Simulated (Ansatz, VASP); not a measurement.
## Two plane-wave programs on OsPt7

Contents of POSCAR:

```
OsPt7
1.0
    0.0000000000      3.8901860000      3.8901860000
    3.8901860000      0.0000000000      3.8901860000
    3.8901860000      3.8901860000      0.0000000000
Pt Os
7 1
Direct
    0.5000000000      0.5000000000      0.5000000000
    0.5000000000      0.0000000000      0.0000000000
    0.5000000000      0.0000000000      0.5000000000
    0.0000000000      0.5000000000      0.5000000000
    0.0000000000      0.5000000000      0.0000000000
    0.5000000000      0.5000000000      0.0000000000
    0.0000000000      0.0000000000      0.5000000000
    0.0000000000      0.0000000000      0.0000000000
```

INCAR.step1

```
SYSTEM = OsPt7
PREC = Accurate
ENCUT = 520
ISMEAR = 1
SIGMA = 0.0389
LREAL = .FALSE.
LASPH = .TRUE.
NELM = 100
NBANDS = 49
GGA = PE
ALGO = Normal
EDIFF = 1E-4
LWAVE = .TRUE.
LCHARG = .FALSE.
```

Contents of INCAR.step2:

```
SYSTEM = OsPt7
PREC = Accurate
ENCUT = 520
EDIFF = 1E-7
ISMEAR = 1
SIGMA = 0.0389
LREAL = .FALSE.
LASPH = .TRUE.
NELM = 100
ALGO = Normal
ISIF = 2
LWAVE = .FALSE.
LCHARG = .FALSE.
METAGGA = R2SCAN
LMIXTAU = .TRUE.
NBANDS = 49
ISTART = 1
```

KPOINTS

```
Automatic mesh
0
G
  6 6 6
  0 0 0
```

Input for Ansatz:

```yaml
crystal:
  lattice:
    - [0.0, 3.890186, 3.890186]
    - [3.890186, 0.0, 3.890186]
    - [3.890186, 3.890186, 0.0]
  atoms:
    - { symbol: Pt, position: [0.5, 0.5, 0.5] }
    - { symbol: Pt, position: [0.5, 0.0, 0.0] }
    - { symbol: Pt, position: [0.5, 0.0, 0.5] }
    - { symbol: Pt, position: [0.0, 0.5, 0.5] }
    - { symbol: Pt, position: [0.0, 0.5, 0.0] }
    - { symbol: Pt, position: [0.5, 0.5, 0.0] }
    - { symbol: Pt, position: [0.0, 0.0, 0.5] }
    - { symbol: Os, position: [0.0, 0.0, 0.0] }
  symmetry: { tolerance: 0.0003 }
kpoints:
  mp_grid: { grid: [6, 6, 6], shift: [0, 0, 0] }
  band_path:
    path:
      - [0.0, 0.0, 0.0]
      - [0.5, 0.0, 0.5]
      - [0.625, 0.25, 0.625]
      - [0.375, 0.375, 0.75]
      - [0.0, 0.0, 0.0]
      - [0.5, 0.5, 0.5]
      - [0.5, 0.25, 0.75]
      - [0.5, 0.0, 0.5]
    npoints: 8
magnetization:
  spin_polarized: false
scf:
  occupations: { method: methfessel_paxton, width: 0.0389 }
  lower_state_search: "off"
  max_iter: 200
hamiltonian:
  pseudopotentials: { kind: paw }
  xc: r2scan
basis:
  ecutwfc: 500
  fft_grid_basis: typed
output:
  forces: true
  stress: true
  eigenvalues: true
  bader: true
  populations: true
  elf: true
  write_potential: true
  volumetric_format: npy
  dos:
    e_range: [-12, 8]
    de: 0.05
    projected: { site_lists: { Os: [Os], Pt: [Pt] } }
checkpoint:
  read: saved_state
```

Alike in both runs: task single point; functional r2SCAN; k mesh 6 × 6 × 6; occupations methfessel-paxton of order 1, width 0.0389 eV; no spin polarisation.

|  | VASP | Ansatz |
| --- | --- | --- |
| version | VASP 6.6.1 | Ansatz 0.2.0 |
| potentials or method | VASP PAW PBE potentials, release 64 (Pt, Os), cutoff 520 eV | PAW plane waves |
| valence electrons in the cell | 78 | 142 |

|  | VASP | Ansatz | Ansatz less VASP |
| --- | --- | --- | --- |
| pressure (GPa) | 8.9 | 8.0 | -0.88 |

VASP's potentials were made for PBE, not for r2SCAN. VASP's potentials hold 78 valence electrons a cell and Ansatz's 142, so a difference there can come from the potentials and not from the codes.

Spin-orbit coupling is off throughout.
